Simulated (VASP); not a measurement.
Wanted: the native input for a VASP 6.6.1 run.

```
Task                   : single point
Functional             : PBE
Potentials or basis    : VASP PAW PBE potentials, release 64 (In_d, P)
Cutoff                 : 520 eV
k mesh                 : 6 × 6 × 6
Occupations            : gaussian, width 0.05 eV
Spin                   : no spin polarisation
Dipole correction      : no
Further INCAR settings : ALGO = Normal; EDIFF = 1e-07; NBANDS = 16
```

The structure of InP lies in POSCAR:

```
InP
1.0
    0.0000000000      2.9109633333      2.9305000000
    2.9109633333      0.0000000000      2.9305000000
    2.9109633333      2.9109633333      0.0000000000
In P
1 1
Direct
    0.0000000000      0.0000000000      0.0000000000
    0.2500000000      0.2500000000      0.2500000000
```

The input as run:

INCAR

```
SYSTEM = InP
  PREC = Accurate
  ENCUT = 520
  EDIFF = 1E-7
  ISMEAR = 0
  SIGMA = 0.05
  LREAL = .False.
  LASPH = .True.
  NELM = 100
  ALGO = Normal
  ISIF = 2
  LWAVE = .False.
  LCHARG = .False.
  GGA = PE
  NBANDS = 16
```

KPOINTS

```
Automatic mesh
0
Gamma
  6 6 6
  0 0 0
```

Potentials or basis: VASP PAW PBE potentials, release 64 (In_d, P).

Launch:

```sh
$ cat potpaw_PBE.64/In_d/POTCAR potpaw_PBE.64/P/POTCAR > POTCAR
$ mpirun -np 1 vasp_std > vasp.out
```

It gave:

```
Pressure               : 4.3 GPa
Band gap on the k mesh : 0.77 eV, direct
```

Caveat: spin-orbit coupling is left out, which moves the levels of the heavy elements.

Run time: 10 s on 1 thread of Intel(R) Xeon(R) 6975P-C (Granite Rapids), on a shared host, peak memory 0.17 GiB.
